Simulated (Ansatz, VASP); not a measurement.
TeW: VASP beside Ansatz

```
W Te
1.0
     0.00000    2.78283    2.78283
     2.78283    0.00000    2.78283
     2.78283    2.78283    0.00000
W Te
1 1
Direct
  0.00000 0.00000 0.00000
  0.50000 0.50000 0.50000
```

Alike in both runs: task single point; functional PBEsol; k mesh 14 × 14 × 14; occupations gaussian, width 0.1 eV; collinear spin.

|  | VASP | Ansatz |
| --- | --- | --- |
| version | VASP 6.6.1 | Ansatz 0.2.0 |
| potentials or method | VASP PAW PBE potentials, release 64 (W_sv, Te), cutoff 520 eV | scalar-relativistic, plane waves, PAW |
| valence electrons in the cell | 20 | 30 |

VASP gave:

- gap on the k mesh at the Fermi level (eV): none
- pressure (GPa): -2.9
- net moment per atom (μB): 0.00
- size of the moment on the site where the two differ most (μB): 0.00

Task: What did Ansatz give for the same quantities?

Result: gap on the k mesh at the Fermi level (eV): none; pressure (GPa): 0.0; net moment per atom (μB): 0.95; size of the moment on the site where the two differ most (μB): 1.38.

The net moments are unlike, so the other rows may belong to different states. VASP's potentials were made for PBE, not for PBEsol. Site moments also hang on the region over which each program counts them. A gap of «none» marks a metal or a gap that the smearing closes. VASP's potentials hold 20 valence electrons a cell and Ansatz's 30, so a difference there can come from the potentials and not from the codes.

Spin-orbit coupling is off throughout.
